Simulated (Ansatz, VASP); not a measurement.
## Two plane-wave programs on Sc

Contents of INCAR:

```
PREC = Accurate ; ENCUT = 600
EDIFF = 1E-7 ; ISMEAR = 0
SIGMA = 0.1 ; LREAL = F
LASPH = T ; NELM = 60
ALGO = Fast ; ISIF = 3
LWAVE = F ; LCHARG = F
GGA = PE ; IBRION = 2
NSW = 100 ; EDIFFG = -0.01
```

File KPOINTS:

```
Automatic mesh
0
Gamma
  14 14 14
```

POSCAR

```
Sc
1.0
    2.9696679687      0.0000000000      0.0000000000
    0.0000000000      2.9696679687      0.0000000000
    0.0000000000      0.0000000000      2.9696679687
Sc
1
Direct
    0.0000000000      0.0000000000      0.0000000000
```

Input for Ansatz:

```yaml
crystal:
  lattice:
    - [2.9696679687, 0.0, 0.0]
    - [0.0, 2.9696679687, 0.0]
    - [0.0, 0.0, 2.9696679687]
  atoms:
    - { symbol: Sc, position: [0.0, 0.0, 0.0] }
basis:
  ecutwfc: 420
kpoints:
  mp_grid: { grid: [14, 14, 14] }
hamiltonian:
  xc: pbe
scf:
  occupations: { method: gaussian, width: 0.1 }
output:
  forces: true
  stress: true
  eigenvalues: true
relax:
  adjacent_minimum: "off"
  f_tol: 0.01
  max_steps: 80
  cell: { stress_tol: 0.05 }
```

Alike in both runs: task relaxation of cell and atoms; functional PBE; k mesh 14 × 14 × 14; occupations gaussian, width 0.1 eV; no spin polarisation.

|  | VASP | Ansatz |
| --- | --- | --- |
| version | VASP 6.6.1 | Ansatz 0.2.0 |
| potentials or method | VASP PAW PBE potentials, release 64 (Sc_sv), cutoff 600 eV | scalar-relativistic, plane waves, PAW |
| valence electrons in the cell | 11 | 11 |

|  | VASP | Ansatz | Ansatz less VASP |
| --- | --- | --- | --- |
| gap on the k mesh at the Fermi level, each at its own relaxed structure (eV) | none | none | - |
| relaxed volume (Å³/atom) | 26.11 | 26.05 | -0.052 |
| relaxed cell length with the largest relative difference (Å) | 2.967 | 2.965 | -0.0020 |

A gap of «none» marks a metal or a gap that the smearing closes.
